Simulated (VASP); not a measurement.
A run of VASP 6.6.1 is set up as follows.

POSCAR

```
Ti3Si
1.0
    0.0000000000      3.1443560000      3.1443560000
    3.1443560000      0.0000000000      3.1443560000
    3.1443560000      3.1443560000      0.0000000000
Ti Si
3 1
Direct
    0.7500000000      0.7500000000      0.7500000000
    0.2500000000      0.2500000000      0.2500000000
    0.0000000000      0.0000000000      0.0000000000
    0.5000000000      0.5000000000      0.5000000000
```

File INCAR.step1:

```
SYSTEM = Ti3Si
ALGO = Normal ; EDIFF = 1E-4
ENCUT = 520 ; GGA = PE
ISMEAR = 0 ; ISPIN = 2
LASPH = .TRUE. ; LCHARG = .FALSE.
LMAXMIX = 4 ; LREAL = .FALSE.
LWAVE = .TRUE. ; MAGMOM = 0 0 1 0
NBANDS = 32 ; NELM = 150
PREC = Accurate ; SIGMA = 0.1
```

INCAR.step2

```
SYSTEM = Ti3Si
ALGO = Normal ; EDIFF = 1E-6
ENCUT = 520 ; ISIF = 2
ISMEAR = 0 ; ISPIN = 2
ISTART = 1 ; LASPH = .TRUE.
LCHARG = .FALSE. ; LMAXMIX = 4
LMIXTAU = .TRUE. ; LORBIT = 11
LREAL = .FALSE. ; LWAVE = .FALSE.
MAGMOM = 0 0 1 0 ; METAGGA = R2SCAN
NBANDS = 32 ; NELM = 150
PREC = Accurate ; SIGMA = 0.1
```

KPOINTS

```
k-points
0
G
  6 6 6
  0 0 0
```

Potentials or basis: VASP PAW PBE potentials, release 64 (Ti_sv, Si).

Run with:

```sh
$ cat potpaw_PBE.64/Ti_sv/POTCAR potpaw_PBE.64/Si/POTCAR > POTCAR
$ cp INCAR.step1 INCAR
$ mpirun -np 1 vasp_std > vasp.out
$ cp INCAR.step2 INCAR
$ mpirun -np 1 vasp_std > vasp.out
```

Task: Estimate the pressure.

Result: -0.4 GPa.

Task: Predict the site moments.

Result: Ti +0.10, +1.19; Si -0.04 μB.

Task: Estimate the net moment.

Result: 1.73 μB per cell.

Caveat: the PAW data sets were made with another functional, which shifts forces and pressure a little.
